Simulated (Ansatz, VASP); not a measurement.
Two plane-wave programs on As

```
CELL_PARAMETERS angstrom
2.85976 0.00000 0.00000
0.00000 2.85976 0.00000
0.00000 0.00000 2.85976
ATOMIC_POSITIONS crystal
As 0.00000 0.00000 0.00000
```

Alike in both runs: task single point; functional RPBE; k mesh 13 × 13 × 13; occupations fermi-dirac, width 0.1 eV; no spin polarisation.

|  | VASP | Ansatz |
| --- | --- | --- |
| version | VASP 6.6.1 | Ansatz 0.2.0 |
| potentials or method | VASP PAW PBE potentials, release 64 (As), cutoff 520 eV | plane waves (420 eV) with PAW, scalar-relativistic |
| valence electrons in the cell | 5 | 15 |

|  | VASP | Ansatz | Ansatz less VASP |
| --- | --- | --- | --- |
| pressure (GPa) | -6.7 | -6.7 | -0.01 |

VASP's potentials were made for PBE, not for RPBE. VASP's potentials hold 5 valence electrons a cell and Ansatz's 15, so a difference there can come from the potentials and not from the codes.
